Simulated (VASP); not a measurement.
# Fe7Co (Im-3m) in VASP: single point with PBEsol

Aim: the single point of Fe7Co with PBEsol.

Program: VASP 6.6.1. These are calculated values, not measurements. Logs are shortened: lines on timing, memory, paths and dates and some standing lists are left out, and cuts for length are marked.

## 1. The cell of the first run

The structure is cubic, space group Im-3m (No. 229). The conventional cell has a = 5.590 Å, b = 5.590 Å, c = 5.590 Å, α = 90.00°, β = 90.00°, γ = 90.00°. Fe (site symmetry 4/mmm) has 12 Fe at 2.42 to 2.79 Å and 2 Co at 2.79 Å within 3.2 Å. Fe (site symmetry -3m) has 12 Fe at 2.42 to 2.79 Å and 2 Co at 2.42 Å within 3.2 Å. Co (site symmetry m-3m) has 14 Fe at 2.42 to 2.79 Å within 3.2 Å.

## 2. Single point, PBEsol, collinear spin, ferromagnetic start

Contents of INCAR:

```
SYSTEM = Fe7Co
PREC = Accurate
ENCUT = 520
EDIFF = 1E-7
ISMEAR = 0
SIGMA = 0.1
LREAL = .FALSE.
LASPH = .TRUE.
NELM = 150
ALGO = Normal
ISIF = 2
LWAVE = .FALSE.
LCHARG = .FALSE.
ISPIN = 2
MAGMOM = 2.64 2.64 2.64 2.78 2.78 2.78 2.78 2
LORBIT = 11
LMAXMIX = 4
GGA = PS
NBANDS = 46
```

Contents of KPOINTS:

```
regular mesh
0
G
  10 10 10
  0 0 0
```

Contents of POSCAR:

```
Fe7Co
1.0
   -2.7947730941      2.7947730941      2.7947730941
    2.7947730941     -2.7947730941      2.7947730941
    2.7947730941      2.7947730941     -2.7947730941
Fe Co
7 1
Direct
    0.0000000000      0.5000000000      0.5000000000
    0.5000000000      0.5000000000      0.0000000000
    0.5000000000      0.0000000000      0.5000000000
    0.0000000000      0.0000000000      0.5000000000
    0.0000000000      0.5000000000      0.0000000000
    0.5000000000      0.0000000000      0.0000000000
    0.5000000000      0.5000000000      0.5000000000
    0.0000000000      0.0000000000      0.0000000000
```

Potentials or basis: VASP PAW PBE potentials, release 64 (Fe, Co).

Launch:

```bash
$ cat potpaw_PBE.64/Fe/POTCAR potpaw_PBE.64/Co/POTCAR > POTCAR
$ mpirun -np 1 vasp_std > vasp.out
```

OUTCAR:

```text
SYSTEM = Fe7Co
   PREC = Accurate
   ENCUT = 520
   EDIFF = 1E-7
   ISMEAR = 0
   LREAL = .FALSE.
   LASPH = .TRUE.
   NELM = 150
   ISIF = 2
   ISPIN = 2
   LORBIT = 11
   GGA = PS

 ion  position               nearest neighbor table
   1  0.000  0.500  0.500-   4 2.42   5 2.42   6 2.42   7 2.42   5 2.42   4 2.42   7 2.42   6 2.42
                             3 2.79   8 2.79   8 2.79   2 2.79   3 2.79   2 2.79
   2  0.500  0.500  0.000-   4 2.42   5 2.42   6 2.42   7 2.42   7 2.42   6 2.42   5 2.42   4 2.42
                             3 2.79   3 2.79   8 2.79   1 2.79   8 2.79   1 2.79
   3  0.500  0.000  0.500-   4 2.42   5 2.42   6 2.42   7 2.42   6 2.42   7 2.42   4 2.42   5 2.42
                             2 2.79   2 2.79   8 2.79   8 2.79   1 2.79   1 2.79
   4  0.000  0.000  0.500-   1 2.42   2 2.42   3 2.42   8 2.42   8 2.42   1 2.42   3 2.42   2 2.42
                             7 2.79   5 2.79   5 2.79   6 2.79   7 2.79   6 2.79
   5  0.000  0.500  0.000-   1 2.42   2 2.42   3 2.42   8 2.42   1 2.42   8 2.42   2 2.42   3 2.42
                             7 2.79   4 2.79   4 2.79   7 2.79   6 2.79   6 2.79
   6  0.500  0.000  0.000-   1 2.42   2 2.42   3 2.42   8 2.42   3 2.42   2 2.42   8 2.42   1 2.42
                             7 2.79   7 2.79   4 2.79   4 2.79   5 2.79   5 2.79
   7  0.500  0.500  0.500-   1 2.42   2 2.42   3 2.42   8 2.42   2 2.42   3 2.42   1 2.42   8 2.42
                             6 2.79   6 2.79   4 2.79   5 2.79   4 2.79   5 2.79
   8  0.000  0.000  0.000-   4 2.42   5 2.42   6 2.42   7 2.42   4 2.42   5 2.42   6 2.42   7 2.42
                             3 2.79   1 2.79   1 2.79   3 2.79   2 2.79   2 2.79

  LATTYP: Found a body centered cubic cell.
 ALAT       =     5.5895461882

  Lattice vectors:

 A1 = (  -2.7947730941,   2.7947730941,   2.7947730941)
 A2 = (   2.7947730941,  -2.7947730941,   2.7947730941)
 A3 = (   2.7947730941,   2.7947730941,  -2.7947730941)

Analysis of symmetry for initial positions (statically):
=====================================================================
 Subroutine PRICEL returns:
 Original cell was already a primitive cell.

 Routine SETGRP: Setting up the symmetry group for a
 body centered cubic supercell.

 Subroutine GETGRP returns: Found 48 space group operations
 (whereof 48 operations were pure point group operations)
 out of a pool of 48 trial point group operations.

The static configuration has the point symmetry O_h .

Analysis of symmetry for dynamics (positions and initial velocities):
=====================================================================
 Subroutine PRICEL returns:
 Original cell was already a primitive cell.

 Routine SETGRP: Setting up the symmetry group for a
 body centered cubic supercell.

 Subroutine GETGRP returns: Found 48 space group operations
 (whereof 48 operations were pure point group operations)
 out of a pool of 48 trial point group operations.

The dynamic configuration has the point symmetry O_h .

Analysis of structural, dynamic, and magnetic symmetry:
[... 176 lines left out ...]
 Fermi energy:         6.6531358538

 spin component 1

 k-point     1 :       0.0000    0.0000    0.0000
  band No.  band energies     occupation
      1      -2.2210      1.00000
      2       1.3038      1.00000
      3       1.3657      1.00000
      4       1.3657      1.00000
      5       1.3997      1.00000
      6       1.3997      1.00000
[... 1117 lines left out ...]
     43       7.8069      0.00000
     44       7.8368      0.00000

 [... further k-points ...]

 spin component 2

 k-point     1 :       0.0000    0.0000    0.0000
  band No.  band energies     occupation
      1      -1.9537      1.00000
      2       2.6349      1.00000
      3       2.6872      1.00000
      4       2.6872      1.00000
      5       2.6872      1.00000
      6       2.7072      1.00000
[... 1117 lines left out ...]
     43       9.6127      0.00000
     44       9.7064      0.00000

 [... further k-points ...]

 [bands above 44 left out]

------------------------ aborting loop because EDIFF is reached ----------------------------------------

  FORCE on cell =-STRESS in cart. coord.  units (eV):
  Direction    XX          YY          ZZ          XY          YZ          ZX
  --------------------------------------------------------------------------------------
  -------------------------------------------------------------------------------------
  Total       -0.0333172     -0.0333172     -0.0333172     -0.0000000     -0.0000000     -0.0000000
  in kB       -0.6113343     -0.6113343     -0.6113343     -0.0000000     -0.0000000     -0.0000000
  external PRESSURE =      -0.6113343 kB  Pullay stress =       0.0000000 kB

 VOLUME and BASIS-vectors are now :
 -----------------------------------------------------------------------------
  energy-cutoff  :      520.00
  volume of cell :       87.32
      direct lattice vectors                 reciprocal lattice vectors
    -2.794773094  2.794773094  2.794773094     0.000000000  0.178905401  0.178905401
     2.794773094 -2.794773094  2.794773094     0.178905401  0.000000000  0.178905401
     2.794773094  2.794773094 -2.794773094     0.178905401  0.178905401  0.000000000

 POSITION                                       TOTAL-FORCE (eV/Angst)
 -----------------------------------------------------------------------------------
      2.79477      0.00000      0.00000         0.000000     -0.000000     -0.000000
      0.00000      0.00000      2.79477         0.000000     -0.000000     -0.000000
      0.00000      2.79477      0.00000        -0.000000      0.000000      0.000000
      1.39739      1.39739     -1.39739        -0.000000     -0.000000     -0.000000
      1.39739     -1.39739      1.39739         0.000000      0.000000      0.000000
     -1.39739      1.39739      1.39739        -0.000000      0.000000      0.000000
      1.39739      1.39739      1.39739        -0.000000     -0.000000     -0.000000
      0.00000      0.00000      0.00000         0.000000     -0.000000      0.000000
 -----------------------------------------------------------------------------------
    total drift:                                0.000000      0.000000      0.000000

  FREE ENERGIE OF THE ION-ELECTRON SYSTEM (eV)
  ---------------------------------------------------
  free  energy   TOTEN  =       -70.2476304526 eV

  energy  without entropy=      -70.2152631498  energy(sigma->0) =      -70.23144680

 total charge

# of ion       s       p       d       tot
------------------------------------------
    1        0.506   0.574   6.286   7.366
    2        0.506   0.574   6.286   7.366
    3        0.506   0.574   6.286   7.366
    4        0.505   0.579   6.252   7.336
    5        0.505   0.579   6.252   7.336
    6        0.505   0.579   6.252   7.336
    7        0.505   0.579   6.252   7.336
    8        0.506   0.572   7.247   8.325
--------------------------------------------------
tot          4.043   4.611  51.112  59.766

 magnetization (x)

# of ion       s       p       d       tot
------------------------------------------
    1       -0.011  -0.048   2.210   2.151
    2       -0.011  -0.048   2.210   2.151
    3       -0.011  -0.048   2.210   2.151
    4       -0.011  -0.049   2.392   2.333
    5       -0.011  -0.049   2.392   2.333
    6       -0.011  -0.049   2.392   2.333
    7       -0.011  -0.049   2.392   2.333
    8       -0.021  -0.059   1.798   1.719
--------------------------------------------------
tot         -0.097  -0.398  17.996  17.501
```

stdout:

```text
POSCAR found type information on POSCAR FeCo
 POSCAR found :  2 types and       8 ions
 scaLAPACK will be used
 -----------------------------------------------------------------------------
|                                                                             |
|                                                                             |
|     You enforced a specific xc type in the INCAR file but a different       |
|     I HOPE YOU KNOW WHAT YOU ARE DOING!                                     |
|                                                                             |
 -----------------------------------------------------------------------------

 LDA part: xc-table for (Slater+PW92), standard interpolation
 POSCAR, INCAR and KPOINTS ok, starting setup
 FFT: planning ... GRIDC
 FFT: planning ... GRID_SOFT
 FFT: planning ... GRID
 WAVECAR not read
 entering main loop
```

Wall time 6.3 min (1 thread of Intel Xeon Platinum 8488C (Sapphire Rapids), shared host); peak memory 0.42 GiB.

Results:

* Free energy: -70.2476 eV
* Pressure: -0.1 GPa
* Net moment: 17.62 μB per cell
* Site moments: Fe +2.15, +2.33 (each value once); Co +1.72 μB
* Valence electrons inside the program's atomic spheres: Fe 7.37, 7.34 (each value once); Co 8.32

Caveat: the PAW data sets were made with another functional, which shifts forces and pressure a little.
